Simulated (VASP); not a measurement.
Set up this calculation in VASP 6.6.1, as the native input.

| Quantity | Value |
| --- | --- |
| Task | single point |
| Functional | LDA |
| Potentials or basis | VASP PAW LDA potentials, release 64 (Ni, Al) |
| Cutoff | 520 eV |
| k mesh | 8 × 8 × 8 |
| Occupations | fermi-dirac, width 0.05 eV |
| Spin | collinear spin, ferromagnetic start |
| Starting moments | [1.0, 1.0, 1.0, 0.0] μB |
| Dipole correction | no |
| Further INCAR settings | ALGO = Fast; EDIFF = 1e-07; NBANDS = 28 |

The structure of AlNi3 lies in POSCAR:

```
AlNi3
1.0
    3.4754400422      0.0000000000      0.0000000000
    0.0000000000      3.4754400422      0.0000000000
    0.0000000000      0.0000000000      3.4754400422
Ni Al
3 1
Direct
    0.5000000000      0.5000000000      0.0000000000
    0.5000000000      0.0000000000      0.5000000000
    0.0000000000      0.5000000000      0.5000000000
    0.0000000000      0.0000000000      0.0000000000
```

The input as run:

INCAR

```
SYSTEM = AlNi3
  PREC = Accurate
  ENCUT = 520
  EDIFF = 1E-7
  ISMEAR = -1
  SIGMA = 0.05
  LREAL = .FALSE.
  LASPH = .TRUE.
  NELM = 150
  ALGO = Fast
  ISIF = 2
  LWAVE = .FALSE.
  LCHARG = .TRUE.
  ISPIN = 2
  MAGMOM = 1 1 1 0
  LORBIT = 11
  LMAXMIX = 4
  GGA = CA
  LELF = .TRUE.
  LVHAR = .TRUE.
  NBANDS = 28
```

KPOINTS

```
Automatic mesh
0
G
  8 8 8
  0 0 0
```

Potentials or basis: VASP PAW LDA potentials, release 64 (Ni, Al).

Run with:

```sh
$ cat potpaw_LDA.64/Ni/POTCAR potpaw_LDA.64/Al/POTCAR > POTCAR
$ mpirun -np 1 vasp_std > vasp.out
```

It gave:

```yaml
Pressure: 1.2 GPa
Net_moment: 0.26 μB per cell
Site_moments: Ni +0.09; Al -0.00 μB
Valence_electrons_inside_the_program's_atomic_spheres: Ni 9.55; Al 0.85
```

Run time: 50 s on 1 thread of Intel(R) Xeon(R) 6975P-C (Granite Rapids), with other jobs on the host, peak memory 0.18 GiB.
